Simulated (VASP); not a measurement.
# Si2Mo (I4/mmm) in VASP: further runs, part 2 of 2

VASP 6.6.1.

### 3 Single point, PBE

This run uses another cell than the first one, of 13.42 Å³/atom.

The input, INCAR:

```
SYSTEM = Si2Mo
PREC = Accurate
ENCUT = 520
EDIFF = 1E-7
ISMEAR = 0
SIGMA = 0.05
LREAL = .FALSE.
LASPH = .TRUE.
NELM = 80
ALGO = Normal
ISIF = 2
LWAVE = .FALSE.
LCHARG = .TRUE.
GGA = PE
LELF = .TRUE.
LVHAR = .TRUE.
NBANDS = 18
```

The input, KPOINTS:

```
regular mesh
0
G
  12 12 12
  0 0 0
```

The input, POSCAR:

```
Si2Mo
1.0
    0.0000000000     -3.2000000000      0.0000000000
    3.2000000000      0.0000000000      0.0000000000
   -1.6000000000      1.6000000000      3.9305000000
Si Mo
2 1
Direct
    0.3330000000      0.3330000000      0.6660000000
    0.6670000000      0.6670000000      0.3340000000
    0.0000000000      0.0000000000      0.0000000000
```

Potentials or basis: VASP PAW PBE potentials, release 64 (Si, Mo_sv).

Launch:

```bash
$ cat potpaw_PBE.64/Si/POTCAR potpaw_PBE.64/Mo_sv/POTCAR > POTCAR
$ mpirun -np 1 vasp_std > vasp.out
```

OUTCAR:

```text
SYSTEM = Si2Mo
   PREC = Accurate
   ENCUT = 520
   EDIFF = 1E-7
   ISMEAR = 0
   LREAL = .FALSE.
   LASPH = .TRUE.
   NELM = 80
   ISIF = 2
   GGA = PE

 ion  position               nearest neighbor table
   1  0.333  0.333  0.666-   2 2.61   2 2.61   2 2.61   2 2.61   3 2.62   3 2.62   3 2.62   3 2.62
                             3 2.62   2 2.63
   2  0.667  0.667  0.334-   1 2.61   1 2.61   1 2.61   1 2.61   3 2.62   3 2.62   3 2.62   3 2.62
                             3 2.62   1 2.63
   3  0.000  0.000  0.000-   2 2.62   2 2.62   2 2.62   1 2.62   2 2.62   1 2.62   1 2.62   1 2.62
                             2 2.62   1 2.62

  LATTYP: Found a body centered tetragonal cell.
 ALAT       =     3.2000000000
 C/A-ratio  =     2.4565625000

  Lattice vectors:

 A1 = (  -1.6000000000,  -1.6000000000,  -3.9305000000)
 A2 = (   1.6000000000,   1.6000000000,  -3.9305000000)
 A3 = (   1.6000000000,  -1.6000000000,   3.9305000000)

Analysis of symmetry for initial positions (statically):
=====================================================================
 Subroutine PRICEL returns:
 Original cell was already a primitive cell.

 Routine SETGRP: Setting up the symmetry group for a
[... 172 lines left out ...]
 val. band max:       12.2039355825   @ k =   0.0833   0.0000   0.3333
 cond. band min:      12.3158361021   @ k =   0.0833   0.0000   0.0000
 fundamental gap:      0.1119005196
 Fermi energy:        12.2968446950

 k-point     1 :       0.0000    0.0000    0.0000
  band No.  band energies     occupation
      1     -48.4678      2.00000
      2     -22.6302      2.00000
      3     -22.5334      2.00000
      4     -22.5334      2.00000
      5      -1.1899      2.00000
      6       5.9293      2.00000
[... 481 lines left out ...]
      5       1.7500      2.00000
      6       4.2599      2.00000
[... 10 lines left out ...]
     17      19.5929      0.00000
     18      20.4377      0.00000

 [... further k-points ...]

------------------------ aborting loop because EDIFF is reached ----------------------------------------

  FORCE on cell =-STRESS in cart. coord.  units (eV):
  Direction    XX          YY          ZZ          XY          YZ          ZX
  --------------------------------------------------------------------------------------
  -------------------------------------------------------------------------------------
  Total        0.6978572      0.6978572      0.4084734      0.0000000     -0.0000000      0.0000000
  in kB       27.7798194     27.7798194     16.2602267      0.0000000     -0.0000000      0.0000000
  external PRESSURE =      23.9399552 kB  Pullay stress =       0.0000000 kB

 VOLUME and BASIS-vectors are now :
 -----------------------------------------------------------------------------
  energy-cutoff  :      520.00
  volume of cell :       40.25
      direct lattice vectors                 reciprocal lattice vectors
     0.000000000 -3.200000000  0.000000000     0.000000000 -0.312500000  0.127210279
     3.200000000  0.000000000  0.000000000     0.312500000  0.000000000  0.127210279
    -1.600000000  1.600000000  3.930500000     0.000000000  0.000000000  0.254420557

 POSITION                                       TOTAL-FORCE (eV/Angst)
 -----------------------------------------------------------------------------------
      0.00000      0.00000      2.61771         0.000000     -0.000000      0.271374
      1.60000     -1.60000      1.31279        -0.000000      0.000000     -0.271374
      0.00000      0.00000      0.00000         0.000000      0.000000      0.000000
 -----------------------------------------------------------------------------------
    total drift:                               -0.000000      0.000000      0.000000

  FREE ENERGIE OF THE ION-ELECTRON SYSTEM (eV)
  ---------------------------------------------------
  free  energy   TOTEN  =       -23.2524000393 eV

  energy  without entropy=      -23.2520482060  energy(sigma->0) =      -23.25222412
```

OSZICAR:

```text
N       E                     dE             d eps       ncg     rms          rms(c)
DAV:   1     0.120835961544E+03    0.12084E+03   -0.11260E+04  5868   0.116E+03
DAV:   2    -0.210103353198E+02   -0.14185E+03   -0.13880E+03  6990   0.299E+02
DAV:   3    -0.241463744989E+02   -0.31360E+01   -0.31037E+01  7208   0.393E+01
DAV:   4    -0.241648353026E+02   -0.18461E-01   -0.18433E-01  7006   0.323E+00
DAV:   5    -0.241649581193E+02   -0.12282E-03   -0.12281E-03  6910   0.279E-01    0.213E+01
DAV:   6    -0.234143830151E+02    0.75058E+00   -0.58848E+00  6190   0.157E+01    0.467E+00
DAV:   7    -0.232882499873E+02    0.12613E+00   -0.90794E-01  6122   0.567E+00    0.445E+00
DAV:   8    -0.232532182571E+02    0.35032E-01   -0.10290E-01  6344   0.237E+00    0.455E-01
DAV:   9    -0.232524605217E+02    0.75774E-03   -0.20185E-03  6952   0.363E-01    0.254E-01
DAV:  10    -0.232524168231E+02    0.43699E-04   -0.52282E-04  6558   0.193E-01    0.550E-02
DAV:  11    -0.232524044968E+02    0.12326E-04   -0.18884E-04  6456   0.102E-01    0.429E-02
DAV:  12    -0.232524008921E+02    0.36047E-05   -0.30755E-05  6240   0.388E-02    0.887E-03
DAV:  13    -0.232524002559E+02    0.63621E-06   -0.14301E-06  6374   0.100E-02    0.285E-03
DAV:  14    -0.232524000695E+02    0.18638E-06   -0.26777E-08  3422   0.127E-03    0.657E-04
DAV:  15    -0.232524000393E+02    0.30221E-07   -0.21859E-09  3192   0.397E-04
   1 F= -.23252400E+02 E0= -.23252224E+02  d E =-.351833E-03
```

Run time: 2.3 min. Hardware: 1 thread of Intel Xeon 8259CL, shared host; peak memory 0.24 GiB.

Results:

```
Free energy            : -23.2524 eV
Pressure               : 2.4 GPa
Largest force          : 0.271 eV/Å
Band gap on the k mesh : zero (bands 11 and 12 overlap by 1.04 eV)
```

Forces in eV/Å, atoms in the order of the input:
```
Si   0.000  0.000  0.271
Si   0.000  0.000 -0.271
Mo   0.000  0.000  0.000
```

Stress tensor (GPa, compression positive):
```
2.78 0.00 0.00
0.00 2.78 0.00
0.00 0.00 1.63
```

Levels at points of the mesh, in eV from the Fermi level:
```
           k point  band 8  band 9  band 10  band 11  band 12  band 13  band 14  band 15
(0.00, 0.00, 0.00)   -3.05   -2.69    -2.69     0.38     3.05     3.08     3.61     3.61
(0.50, 0.00, 0.00)   -4.50   -2.64    -2.54    -0.54     2.24     2.99     4.00     4.23
(0.50, 0.50, 0.00)   -5.31   -4.52    -3.09    -1.16     2.29     2.69     2.98     3.22
(0.00, 0.00, 0.50)   -2.31   -0.61    -0.61    -0.56    -0.56     0.52     4.59     5.13
```

The gap in the log of VASP goes by the Fermi energy; the results here count the filled bands.